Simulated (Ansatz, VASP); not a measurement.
# Two plane-wave programs on CdSe

Contents of INCAR:

```
SYSTEM = CdSe
PREC = Accurate
ENCUT = 500
EDIFF = 1E-6
ISMEAR = 0
SIGMA = 0.01
LREAL = .FALSE.
LASPH = .TRUE.
NELM = 120
ALGO = Normal
ISIF = 2
LWAVE = .FALSE.
LCHARG = .FALSE.
GGA = PE
NBANDS = 16
GGA_COMPAT = .FALSE.
```

Contents of KPOINTS:

```
regular mesh
0
G
  8 8 8
  0 0 0
```

The input POSCAR:

```
CdSe
1.0
    0.0000000000      3.0678016971      3.0678016971
    3.0678016971      0.0000000000      3.0678016971
    3.0678016971      3.0678016971      0.0000000000
Cd Se
1 1
Direct
    0.0000000000      0.0000000000      0.0000000000
    0.7500000000      0.7500000000      0.7500000000
```

Input for Ansatz:

```yaml
crystal:
  lattice:
    - [0.0, 3.0678016971, 3.0678016971]
    - [3.0678016971, 0.0, 3.0678016971]
    - [3.0678016971, 3.0678016971, 0.0]
  atoms:
    - { symbol: Cd, position: [0.0, 0.0, 0.0] }
    - { symbol: Se, position: [0.75, 0.75, 0.75] }
kpoints:
  mp_grid: { grid: [8, 8, 8] }
  band_path:
    path:
      - [0.0, 0.0, 0.0]
      - [-0.5, -0.5, 0.0]
      - [-0.375, -0.375, 0.25]
      - [-0.375, 0.0, 0.375]
      - [0.0, 0.0, 0.5]
      - [-0.5, -0.25, 0.25]
    npoints: 1
hamiltonian:
  xc: pbe
scf:
  occupations: { method: fixed }
  n_extra_bands: 4
output:
  forces: true
  stress: true
  eigenvalues: true
```

Alike in both runs: task single point; functional PBE; k mesh 8 × 8 × 8; no spin polarisation.

```csv
,VASP,Ansatz
version,VASP 6.6.1,Ansatz 0.2.0
potentials or method,"VASP PAW PBE potentials, release 64 (Cd, Se)","plane waves, PAW"
plane-wave cutoff (eV),500,420
occupations,"gaussian, width 0.01 eV",fixed
valence electrons in the cell,18,36
```

|  | VASP | Ansatz | Ansatz less VASP |
| --- | --- | --- | --- |
| gap on the k mesh at the Fermi level (eV) | 0.55 | 0.56 | +0.001 |
| pressure (GPa) | 1.7 | 1.4 | -0.29 |

VASP's potentials hold 18 valence electrons a cell and Ansatz's 36, so a difference there can come from the potentials and not from the codes.
